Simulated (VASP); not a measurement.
# WSe2 (P1) in VASP: a series of runs

The runs below take WSe2 through single point, with PBE+D3(BJ).

Everything below comes from runs of VASP 6.6.1. Logs are shortened: lines on timing, memory, paths and dates and some standing lists are left out, and cuts for length are marked.

## Step 1: The cell of the first run

The typed cell holds 6 atoms: a = 3.278 Å, b = 3.318 Å, c = 12.900 Å, α = 89.95°, β = 89.86°, γ = 119.63°.

## Step 2: Single point, PBE+D3(BJ) (atoms moved at random and the cell strained at random)

INCAR reads:

```
ALGO = Normal
EDIFF = 1E-6
ENCUT = 520
GGA = PE
ISIF = 2
ISMEAR = 0
IVDW = 12
LASPH = T
LCHARG = T
LELF = T
LREAL = F
LVHAR = T
LWAVE = F
NBANDS = 35
NELM = 80
PREC = Accurate
SIGMA = 0.05
```

KPOINTS reads:

```
k-points
0
Gamma
  12 12 2
```

POSCAR reads:

```
WSe2
1.0
    3.2780226167     -0.0006933501      0.0039314058
   -1.6396117671      2.8846322469      0.0013003828
    0.0154985888      0.0148676123     12.9003354333
W Se
2 4
Direct
    0.2759760077      0.6397373664      0.2552274760
    0.5637815651      0.2619031465      0.7439448943
    0.4754684864      0.6317772727      0.6225546677
    0.7100975319      0.3316829898      0.1165119992
    0.4177320254      0.7572316136      0.8904137278
    0.5569443835      0.3776676109      0.3713472349
```

Potentials or basis: VASP PAW PBE potentials, release 64 (W_sv, Se).

On the command line:

```
$ cat potpaw_PBE.64/W_sv/POTCAR potpaw_PBE.64/Se/POTCAR > POTCAR
$ mpirun -np 1 vasp_std > vasp.out
```

OUTCAR:

```text
EDIFF = 1E-6
   ENCUT = 520
   GGA = PE
   ISIF = 2
   ISMEAR = 0
   IVDW = 12
   LASPH = T
   LREAL = F
   NELM = 80
   PREC = Accurate
 IVDW          = 12

 ion  position               nearest neighbor table
   1  0.276  0.640  0.255-   6 2.16   4 2.41   6 2.55   6 2.62   4 2.69   4 2.78
   2  0.564  0.262  0.744-   3 2.10   5 2.41   3 2.51   5 2.70   3 3.04   5 3.10
   3  0.475  0.632  0.623-   2 2.10   2 2.51   2 3.04
   4  0.710  0.332  0.117-   1 2.41   1 2.69   1 2.78
   5  0.418  0.757  0.890-   2 2.41   2 2.70   2 3.10
   6  0.557  0.378  0.371-   1 2.16   1 2.55   1 2.62

  LATTYP: Found a triclinic cell.
 ALAT       =     3.3168540885
 B/A-ratio  =     1.0003594581
 C/A-ratio  =     3.8893339793
 COS(alpha) =     0.0008001898
 COS(beta)  =     0.0031728592
 COS(gamma) =     0.5118136121

  Lattice vectors:

 A1 = (   1.6384108496,   2.8839388968,   0.0052317886)
 A2 = (  -1.6396117671,   2.8846322469,   0.0013003828)
 A3 = (   0.0154985888,   0.0148676123,  12.9003354333)

Analysis of symmetry for initial positions (statically):
=====================================================================
 Subroutine PRICEL returns:
 Original cell was already a primitive cell.

 Routine SETGRP: Setting up the symmetry group for a
 triclinic supercell.

 Subroutine GETGRP returns: Found  1 space group operations
 (whereof  1 operations were pure point group operations)
 out of a pool of  2 trial point group operations.

The static configuration has the point symmetry C_1 .

Analysis of symmetry for dynamics (positions and initial velocities):
=====================================================================
 Subroutine PRICEL returns:
 Original cell was already a primitive cell.

 Routine SETGRP: Setting up the symmetry group for a
 triclinic supercell.

 Subroutine GETGRP returns: Found  1 space group operations
 (whereof  1 operations were pure point group operations)
 out of a pool of  2 trial point group operations.

The dynamic configuration has the point symmetry C_1 .

 Subroutine INISYM returns: Found  1 space group operations
 (whereof  1 operations are pure point group operations),
 and found     1 'primitive' translations

----------------------------------------------------------------------------------------

                                     Primitive cell

  volume of cell :     121.9691

  direct lattice vectors                    reciprocal lattice vectors
     3.278022617 -0.000693350  0.003931406     0.305099318  0.173417312 -0.000566412
    -1.639611767  2.884632247  0.001300383     0.000073813  0.346706775 -0.000399668
     0.015498589  0.014867612 12.900335433    -0.000092987 -0.000087798  0.077517577

  length of vectors
     3.278025048  3.318046359 12.900353311     0.350940848  0.346707014  0.077517683

  position of ions in fractional coordinates (direct lattice)
     0.275976008  0.639737366  0.255227476
     0.563781565  0.261903147  0.743944894
     0.475468486  0.631777273  0.622554668
     0.710097532  0.331682990  0.116511999
     0.417732025  0.757231614  0.890413728
     0.556944384  0.377667611  0.371347235

  ion indices of the primitive-cell ions
   primitive index   ion index
                 1           1
                 2           2
                 3           3
                 4           4
                 5           5
                 6           6

----------------------------------------------------------------------------------------

 KPOINTS: k-points

Automatic generation of k-mesh.
 Grid dimensions read from file:
 generate k-points for:   12   12    2

 Generating k-lattice:

  Cartesian coordinates                     Fractional coordinates (reciprocal lattice)
     0.025424943  0.014451443 -0.000047201     0.083333333  0.000000000 -0.000000000
     0.000006151  0.028892231 -0.000033306    -0.000000000  0.083333333  0.000000000
    -0.000046494 -0.000043899  0.038758789    -0.000000000 -0.000000000  0.500000000

  Length of vectors
     0.029245071  0.028892251  0.038758841

  Shift w.r.t. Gamma in fractional coordinates (k-lattice)
     0.000000000  0.000000000  0.000000000

 Subroutine IBZKPT returns following result:
 ===========================================

 Found    148 irreducible k-points:

 Following reciprocal coordinates:
            Coordinates               Weight
  0.000000  0.000000  0.000000      1.000000
  0.083333 -0.000000  0.000000      2.000000
  0.166667 -0.000000  0.000000      2.000000
  0.250000  0.000000  0.000000      2.000000
  0.333333 -0.000000  0.000000      2.000000
  0.416667 -0.000000  0.000000      2.000000
[... 16 lines left out ...]
  0.250000  0.166667  0.000000      2.000000
  0.333333  0.166667  0.000000      2.000000
 [... further k-points ...]
   k-points           NKPTS =    148   k-points in BZ     NKDIM =    148   number of bands    NBANDS=     35
   number of dos      NEDOS =    301   number of ions     NIONS =      6
   total plane-waves  NPLWV =  64512
   dimension x,y,z NGX =    24 NGY =   28 NGZ =   96
   dimension x,y,z NGXF=    48 NGYF=   56 NGZF=  192
   ions per type =               2   4
   NGX,Y,Z   is equivalent  to a cutoff of  12.17, 14.03, 12.37 a.u.
   NGXF,Y,Z  is equivalent  to a cutoff of  24.34, 28.06, 24.74 a.u.
 SYSTEM =  unknown system
   PREC   = accura    normal or accurate (medium, high low for compatibility)
   ISTART =      0    job   : 0-new  1-cont  2-samecut
   ICHARG =      2    charge: 1-file 2-atom 10-const
   ISPIN  =      1    spin polarized calculation?
   LNONCOLLINEAR =      F non collinear calculations
   LSORBIT =      F    spin-orbit coupling
   LASPH  =      T    aspherical Exc in radial PAW
   ENCUT  =  520.0 eV  38.22 Ry    6.18 a.u.   6.09  6.17 23.99*2*pi/ulx,y,z
   NELM   =     80;   NELMIN=  2; NELMDL= -5     # of ELM steps
   EDIFF  = 0.1E-05   stopping-criterion for ELM
   LREAL  =      F    real-space projection
   EDIFFG = 0.1E-04   stopping-criterion for IOM
   NSW    =      0    number of steps for IOM
   IBRION =     -1    ionic relax: 0-MD 1-quasi-New 2-CG
   NFREE  =      0    steps in history (QN), initial steepest desc. (CG)
   ISIF   =      2    stress and relaxation
   ISYM   =      2    0-nonsym 1-usesym 2-fastsym
   POTIM  = 0.5000    time-step for ionic-motion
   TEBEG  =    0.0;   TEEND  =   0.0 temperature during run
   PSTRESS=    0.0 pullay stress
   NELECT =      52.0000    total number of electrons
   NUPDOWN=      -1.0000    fix difference up-down
   EMIN   =  10.00;   EMAX   =-10.00  energy-range for DOS
   EFERMI =   0.00;   METHOD = LEGACY
   ISMEAR =     0;   SIGMA  =   0.05  broadening in eV -4-tet -1-fermi 0-gaus
   EFERMI_NEDOS =   21; number of points for ismear=-14 and -15
   IALGO  =     38    algorithm
   IMIX   =      4    mixing-type and parameters
     AMIX     =   0.40;   BMIX     =  1.00
     AMIX_MAG =   1.60;   BMIX_MAG =  1.00
  volume/ion in A,a.u.               =      20.33       137.18
  Fermi-wavevector in a.u.,A,eV,Ry     =   1.232138  2.328403 20.655869  1.518164
  Thomas-Fermi vector in A             =   2.366920
   LORBIT       =      0    0 simple, 1 ext, 2 COOP (PROOUT), +10 PAW based schemes
   GGA     = PE    functional components
   LHFCALC =     F    Hartree Fock is set to
   AEXX    =    0.0000 exact exchange contribution
   IVDW    =    12    specifies the selected vdW correction
   LEPSILON=     F    determine dielectric tensor
   LRPA    =     F    only Hartree local field effects (RPA)
 non-spin polarized calculation
 Gauss-broadening in eV      SIGMA  =   0.05
  energy-cutoff  :      520.00
  volume of cell :      121.97
 maximum number of plane-waves:      3311
   NGX = 13   NGY = 13   NGZ = 47

 number of electron      51.9999998 magnetization

 Free energy of the ion-electron system (eV)
  ---------------------------------------------------
  ext. energy  EPLUGINS =         0.00000000
  ---------------------------------------------------
  free energy    TOTEN  =       -37.70376299 eV

  energy without entropy =      -37.70243141  energy(sigma->0) =      -37.70309720

 E-fermi :   6.7335     XC(G=0): -10.7400

 val. band max:        6.7223919971   @ k =   0.0000   0.2500   0.5000
 cond. band min:       6.7415543912   @ k =  -0.0000   0.5000   0.0000
 fundamental gap:      0.0191623941
 Fermi energy:         6.7334777932

 k-point     1 :       0.0000    0.0000    0.0000
  band No.  band energies     occupation
      1     -68.0514      2.00000
      2     -67.9353      2.00000
      3     -32.5183      2.00000
      4     -32.4422      2.00000
      5     -32.2608      2.00000
      6     -32.1878      2.00000
[... 27 lines left out ...]
     34      10.5198      0.00000
     35      11.8996      0.00000

 k-point     2 :       0.0833   -0.0000    0.0000
  band No.  band energies     occupation
      1     -68.0507      2.00000
      2     -67.9347      2.00000
      3     -32.5178      2.00000
      4     -32.4422      2.00000
      5     -32.2666      2.00000
      6     -32.1988      2.00000
[... 27 lines left out ...]
     34      10.5155      0.00000
     35      12.1697      0.00000

 k-point     3 :       0.1667   -0.0000    0.0000
  band No.  band energies     occupation
      1     -68.0488      2.00000
      2     -67.9329      2.00000
      3     -32.5167      2.00000
      4     -32.4446      2.00000
      5     -32.2847      2.00000
      6     -32.2239      2.00000
[... 27 lines left out ...]
     34      10.4616      0.00000
     35      12.7386      0.00000
[... 723 lines left out ...]
 k-point    23 :       0.2500    0.1667    0.0000
  band No.  band energies     occupation
      1     -68.0430      2.00000
      2     -67.9274      2.00000
      3     -32.5274      2.00000
      4     -32.4590      2.00000
      5     -32.3396      2.00000
      6     -32.2924      2.00000
[... 27 lines left out ...]
     34      10.4911      0.00000
     35      12.3702      0.00000

 k-point    24 :       0.3333    0.1667    0.0000
  band No.  band energies     occupation
      1     -68.0413      2.00000
      2     -67.9258      2.00000
      3     -32.5285      2.00000
      4     -32.4886      2.00000
      5     -32.3481      2.00000
      6     -32.2951      2.00000
[... 27 lines left out ...]
     34      10.4374      0.00000
     35      11.2907      0.00000

 [... further k-points ...]

------------------------ aborting loop because EDIFF is reached ----------------------------------------

 Edisp (eV)   -2.78472

 E8    (eV) :    -1.2425

  FORCE on cell =-STRESS in cart. coord.  units (eV):
  Direction    XX          YY          ZZ          XY          YZ          ZX
  --------------------------------------------------------------------------------------
  -------------------------------------------------------------------------------------
  Total       6.84146     4.41895    20.28747    -6.53603   -13.05053    17.73184
  in kB      89.86885    58.04700   266.49469   -85.85683  -171.43072   232.92408
  external pressure =      138.14 kB  Pullay stress =        0.00 kB

 VOLUME and BASIS-vectors are now :
 -----------------------------------------------------------------------------
  energy-cutoff  :      520.00
  volume of cell :      121.97
      direct lattice vectors                 reciprocal lattice vectors
     3.278022617 -0.000693350  0.003931406     0.305099318  0.173417312 -0.000566412
    -1.639611767  2.884632247  0.001300383     0.000073813  0.346706775 -0.000399668
     0.015498589  0.014867612 12.900335433    -0.000092987 -0.000087798  0.077517577

 POSITION                                       TOTAL-FORCE (eV/Angst)
 -----------------------------------------------------------------------------------
     -0.14031      1.84901      3.29444        -3.136287      4.345949     -6.030176
      1.43020      0.76616      9.59970         5.690242     -0.940295      7.038807
      0.53238      1.83137      8.03385        -5.188780      3.419014     -7.464077
      1.78569      0.95802      1.50627        -1.958721     -0.914405      0.269083
      0.14157      2.19728     11.48926        -0.561797     -2.453454      0.400583
      1.21220      1.09457      4.79318         5.155343     -3.456809      5.785781
 -----------------------------------------------------------------------------------
    total drift:                               -0.000220     -0.000073     -0.000082

  FREE ENERGIE OF THE ION-ELECTRON SYSTEM (eV)
  ---------------------------------------------------
  free  energy   TOTEN  =       -40.4884870655 eV

  energy  without entropy=      -40.4871554769  energy(sigma->0) =      -40.48782127
```

It took 8.5 min on 1 thread of Intel Xeon Platinum 8259CL at 2.50GHz (Skylake/Cascade Lake), shared host; peak memory 0.63 GiB.

Results:

* Free energy: -40.4885 eV
* Pressure: 13.8 GPa
* Largest force: 9.712 eV/Å
* Band gap on the k mesh: zero (band 26 reaches 6.76 eV, above the bottom of band 27 at 6.70 eV)
* Dispersion energy per atom: -0.464 eV

Forces in eV/Å, atoms in the order of the input:
```
W   -3.136  4.346 -6.030
W    5.690 -0.940  7.039
Se  -5.189  3.419 -7.464
Se  -1.959 -0.914  0.269
Se  -0.562 -2.453  0.401
Se   5.155 -3.457  5.786
```

Levels at points of the mesh, in eV from the Fermi level:
```csv
k point,band 24,band 25,band 26,band 27,band 28,band 29
"(0.00, 0.00, 0.00)",-1.17,-0.35,-0.06,0.30,0.90,1.11
"(0.50, 0.00, 0.00)",-1.45,-1.14,-0.62,1.17,1.38,1.56
"(0.00, 0.50, 0.00)",-1.50,-1.30,0.01,0.53,1.23,1.37
"(0.50, 0.50, 0.00)",-2.27,-1.40,-0.12,0.71,1.22,1.31
"(0.00, 0.00, 0.50)",-0.92,-0.35,-0.04,0.31,0.90,1.11
"(0.50, 0.00, 0.50)",-1.39,-1.20,-0.61,1.12,1.38,1.63
"(0.00, 0.50, 0.50)",-1.47,-1.29,0.01,0.55,1.24,1.37
"(0.50, 0.50, 0.50)",-2.25,-1.37,-0.13,0.71,1.23,1.31
```

Caveat: the cell differs from its parent crystal (atoms moved at random and the cell strained at random); spin-orbit coupling is left out, which moves the levels of the heavy elements; pairwise dispersion overbinds metals, which lowers pressure and volume; forces of over 1 eV/Å act on the atoms, so gaps and moduli don't describe the material at rest.

(Part 1 of 2 ends here.)
